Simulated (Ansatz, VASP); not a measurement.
**MgH2: VASP beside Ansatz**

POSCAR

```
MgH2
1.0
    4.4852620639      0.0000000000      0.0000000000
    0.0000000000      4.4852620639      0.0000000000
    0.0000000000      0.0000000000      2.9958896468
Mg H
2 4
Direct
    0.0000000000      0.0000000000      0.0000000000
    0.5000000000      0.5000000000      0.5000000000
    0.3046997465      0.3046997465      0.0000000000
    0.1953002535      0.8046997465      0.5000000000
    0.6953002535      0.6953002535      0.0000000000
    0.8046997465      0.1953002535      0.5000000000
```

Contents of INCAR.step1:

```
PREC = Accurate
ENCUT = 660
ISMEAR = 0
SIGMA = 0.01
LREAL = False
LASPH = True
NELM = 120
GGA = PE
ALGO = Normal
EDIFF = 1E-5
LWAVE = True
LCHARG = False
GGA_COMPAT = False
IBRION = 2
ISIF = 3
EDIFFG = -0.005
NELMIN = 4
NSW = 100
```

The input INCAR.step2:

```
PREC = Accurate
ENCUT = 660
EDIFF = 1E-7
ISMEAR = 0
SIGMA = 0.01
LREAL = False
LASPH = True
NELM = 120
ALGO = Normal
ISIF = 3
LWAVE = False
LCHARG = False
METAGGA = R2SCAN
LMIXTAU = True
IBRION = 2
NSW = 80
EDIFFG = -0.001
ISTART = 1
GGA_COMPAT = False
NELMIN = 4
```

KPOINTS

```
regular mesh
0
Gamma
  6 6 8
```

Input for Ansatz:

```yaml
crystal:
  lattice:
    - [4.4852620636, 0.0, 0.0]
    - [0.0, 4.4852620636, 0.0]
    - [0.0, 0.0, 2.9958896467]
  atoms:
    - { symbol: Mg, position: [0.0, 0.0, 0.0] }
    - { symbol: Mg, position: [0.5, 0.5, 0.5] }
    - { symbol: H, position: [0.3046997464, 0.3046997464, 0.0] }
    - { symbol: H, position: [0.1953002536, 0.8046997464, 0.5] }
    - { symbol: H, position: [0.6953002536, 0.6953002536, 0.0] }
    - { symbol: H, position: [0.8046997464, 0.1953002536, 0.5] }
basis:
  ecutwfc: 500
kpoints:
  mp_grid: { grid: [6, 6, 8] }
hamiltonian:
  xc: r2scan
scf:
  occupations: { method: fixed }
output:
  forces: true
  stress: true
  eigenvalues: true
relax:
  adjacent_minimum: "off"
  f_tol: 0.001
  max_steps: 60
  cell: { stress_tol: 0.01 }
```

Alike in both runs: task relaxation of cell and atoms; functional r2SCAN; k mesh 6 × 6 × 8; no spin polarisation.

|  | VASP | Ansatz |
| --- | --- | --- |
| version | VASP 6.6.1 | Ansatz 0.2.0 |
| potentials or method | VASP PAW PBE potentials, release 64 (Mg, H), cutoff 660 eV | scalar-relativistic, plane waves, PAW |
| occupations | gaussian, width 0.01 eV | fixed |
| valence electrons in the cell | 8 | 24 |

Ansatz gave:

| Item | Value |
| --- | --- |
| gap on the k mesh at the Fermi level, each at its own relaxed structure (eV) | 4.48 |
| relaxed volume (Å³/atom) | 10.04 |
| relaxed cell length with the largest relative difference (Å) | 2.996 |

Q: Which values does VASP return?

A: gap on the k mesh at the Fermi level, each at its own relaxed structure (eV): 4.47; relaxed volume (Å³/atom): 9.99; relaxed cell length with the largest relative difference (Å): 2.991.

VASP's potentials were made for PBE, not for r2SCAN. VASP's potentials hold 8 valence electrons a cell and Ansatz's 24, so a difference there can come from the potentials and not from the codes.
